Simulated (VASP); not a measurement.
Write the native input for VASP 6.6.1 that does the following.

```yaml
Task: single point
Functional: LDA
Potentials_or_basis: VASP PAW PBE potentials, release 64 (Gd)
Cutoff: 520 eV
k_mesh: 10 × 10 × 6
Occupations: methfessel-paxton, width 1 eV
Spin: collinear spin, ferromagnetic start
Starting_moments: "[7.214, 7.214] μB"
Dipole_correction: no
Further_INCAR_settings: ALGO = Normal; EDIFF = 1e-06; NBANDS = 29
```

The structure of Gd lies in POSCAR:

```
Gd
1.0
    3.4841536640      0.0000000000      0.0000000000
   -1.7420768320      3.0173655837      0.0000000000
    0.0000000000      0.0000000000      5.5867162136
Gd
2
Direct
    0.3333333333      0.6666666667      0.2500000000
    0.6666666667      0.3333333333      0.7500000000
```

One way to write it, as run:

INCAR

```
  PREC = Accurate
  ENCUT = 520
  EDIFF = 1E-6
  ISMEAR = 1
  SIGMA = 1.0
  LREAL = F
  LASPH = T
  NELM = 150
  ALGO = Normal
  ISIF = 2
  LWAVE = F
  LCHARG = F
  ISPIN = 2
  MAGMOM = 7.214 7.214
  LORBIT = 11
  LMAXMIX = 6
  GGA = CA
  NBANDS = 29
```

KPOINTS

```
Automatic mesh
0
Gamma
  10 10 6
```

Potentials or basis: VASP PAW PBE potentials, release 64 (Gd).

Command:

```console
$ cat potpaw_PBE.64/Gd/POTCAR > POTCAR
$ mpirun -np 1 vasp_std > vasp.out
```

It gave:

```
Pressure                                              : 0.0 GPa
Net moment                                            : 14.31 μB per cell
Site moments                                          : Gd +6.79 μB
Valence electrons inside the program's atomic spheres : Gd 15.27
```

Caveat: so wide a smearing shifts energies and pressures; the PAW data sets were made with another functional, which shifts forces and pressure a little.

Run time: 7.1 min on 1 thread of Intel(R) Xeon(R) 6975P-C (Granite Rapids) (shared host), peak memory 0.27 GiB.
